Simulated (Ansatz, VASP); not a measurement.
## One calculation of Te, two programs

File INCAR:

```
SYSTEM = Te
PREC = Accurate
ENCUT = 520
EDIFF = 1E-8
ISMEAR = -1
SIGMA = 0.05
LREAL = .FALSE.
LASPH = .TRUE.
NELM = 80
ALGO = Normal
ISIF = 2
LWAVE = .FALSE.
LCHARG = .FALSE.
LEFG = .TRUE.
NBANDS = 16
```

File KPOINTS:

```
regular mesh
0
G
  8 8 8
  0 0 0
```

File POSCAR:

```
Te
1.0
    4.2696680000     -2.4347115000     -0.0279435000
    4.1985320000      2.3076885000     -0.0990795000
   -0.1898102500     -0.0574035000      3.9593067500
Te
3
Direct
    0.6760000000      0.6760000000      0.6750000000
    0.3240000000      0.3240000000      0.3250000000
    0.0000000000      0.0000000000      0.0000000000
```

Input for Ansatz:

```yaml
crystal:
  lattice:
    - [4.269668, -2.4347115, -0.0279435]
    - [4.198532, 2.3076885, -0.0990795]
    - [-0.18981025, -0.0574035, 3.95930675]
  atoms:
    - { symbol: Te, position: [0.676, 0.676, 0.675] }
    - { symbol: Te, position: [0.324, 0.324, 0.325] }
    - { symbol: Te, position: [0.0, 0.0, 0.0] }
kpoints:
  mp_grid: { grid: [8, 8, 8] }
scf:
  occupations: { method: fermi_dirac, width: 0.05 }
hamiltonian:
  xc: lda
  pseudopotentials: { kind: paw }
output:
  forces: true
  stress: true
  eigenvalues: true
  efg: { contact_densities: true }
```

Change from the starting cell: equal xy, yz and zx shear strains of -3 %, PAW files.

Alike in both runs: task electric field gradients; functional LDA; k mesh 8 × 8 × 8; occupations fermi-dirac, width 0.05 eV; no spin polarisation.

|  | VASP | Ansatz |
| --- | --- | --- |
| version | VASP 6.6.1 | Ansatz 0.2.0 |
| potentials or method | VASP PAW LDA potentials, release 64 (Te) | PAW with Ansatz's default frozen-core files, scalar-relativistic |
| plane-wave cutoff (eV) | 520 | 420 |
| valence electrons in the cell | 18 | 48 |

|  | VASP | Ansatz | Ansatz less VASP |
| --- | --- | --- | --- |
| pressure (GPa) | 5.0 | 4.9 | -0.13 |
| traceless stress, the component that is largest in VASP (GPa) | 2.21 | 2.19 | -0.013 |
| rms of the force components (eV/Å) | 0.239 | 0.233 | -0.0059 |
| size of Vzz on the site where it differs most (V/Å²) | 312.5 | 324.7 | +12.16 |

LDA's correlation is that of Perdew and Zunger in VASP and of Perdew and Wang (1992) in Ansatz. Atom by atom the forces differ by 0.006 eV/Å (rms over components). VASP's potentials hold 18 valence electrons a cell and Ansatz's 48, so a difference there can come from the potentials and not from the codes.

Spin-orbit coupling is off throughout.
